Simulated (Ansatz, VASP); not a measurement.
## MoS2 in VASP and in Ansatz

The input INCAR:

```
SYSTEM = MoS2
PREC = Accurate
ENCUT = 520
EDIFF = 1E-7
ISMEAR = -1
SIGMA = 0.02
LREAL = .FALSE.
LASPH = .TRUE.
NELM = 60
ALGO = Normal
ISIF = 2
LWAVE = .FALSE.
LCHARG = .FALSE.
GGA = PE
NBANDS = 35
```

File KPOINTS:

```
regular mesh
0
G
  12 12 2
  0 0 0
```

The input POSCAR:

```
MoS2
1.0
    3.1730198511      0.0000000029      0.0000000000
   -1.5865099280      2.7479157963      0.0000000000
    0.0000000000      0.0000000000     12.4358854573
Mo S
2 4
Direct
    0.6666666667      0.3333333333      0.2500000000
    0.3333333333      0.6666666667      0.7500000000
    0.6666666667      0.3333333333      0.6249003799
    0.3333333333      0.6666666667      0.3750996201
    0.6666666667      0.3333333333      0.8750996201
    0.3333333333      0.6666666667      0.1249003799
```

Input for Ansatz:

```yaml
crystal:
  lattice:
    - [3.1730198511, 2.9e-09, 0.0]
    - [-1.586509928, 2.7479157963, 0.0]
    - [0.0, 0.0, 12.4358854573]
  atoms:
    - { symbol: Mo, position: [0.6666666667, 0.3333333333, 0.25] }
    - { symbol: Mo, position: [0.3333333333, 0.6666666667, 0.75] }
    - { symbol: S, position: [0.6666666667, 0.3333333333, 0.6249003799] }
    - { symbol: S, position: [0.3333333333, 0.6666666667, 0.3750996201] }
    - { symbol: S, position: [0.6666666667, 0.3333333333, 0.8750996201] }
    - { symbol: S, position: [0.3333333333, 0.6666666667, 0.1249003799] }
kpoints:
  mp_grid: { grid: [12, 12, 2] }
  band_path:
    path:
      - [[0.0, 0.0, 0.0], [0.5, 2.708464565853e-17, 0.0], [0.3333333333333, 0.3333333333333, 0.0], [0.0, 0.0, 0.0], [0.0, 0.0, 0.5], [0.5, 2.708464565853e-17, 0.5], [0.3333333333333, 0.3333333333333, 0.5], [0.0, 0.0, 0.5]]
      - [[0.5, 2.708464565853e-17, 0.5], [0.5, 2.708464565853e-17, 0.0]]
      - [[0.3333333333333, 0.3333333333333, 0.5], [0.3333333333333, 0.3333333333333, 0.0]]
    npoints: 10
hamiltonian:
  xc: pbe
scf:
  occupations: { method: fermi_dirac, width: 0.02 }
  n_extra_bands: 5
output:
  forces: true
  stress: true
  eigenvalues: true
```

Alike in both runs: task single point; functional PBE; k mesh 12 × 12 × 2; occupations fermi-dirac, width 0.02 eV; no spin polarisation.

```csv
,VASP,Ansatz
version,VASP 6.6.1,Ansatz 0.2.0
potentials or method,"VASP PAW PBE potentials, release 64 (Mo_sv, S)","plane waves, PAW"
plane-wave cutoff (eV),520,420
valence electrons in the cell,52,52
```

Ansatz gave:

| Item | Value |
| --- | --- |
| gap on the k mesh at the Fermi level (eV) | 0.94 |
| pressure (GPa) | 2.4 |
| traceless stress, the component that is largest in VASP (GPa) | 0.93 |
| rms of the force components (eV/Å) | 0.052 |

Q: What did VASP give for the same quantities?

A: gap on the k mesh at the Fermi level (eV): 0.95; pressure (GPa): 2.3; traceless stress, the component that is largest in VASP (GPa): 0.89; rms of the force components (eV/Å): 0.046.

Atom by atom the forces differ by 0.006 eV/Å (rms over components). The functional is the same, so the differences come from potentials, cutoffs and numerics.
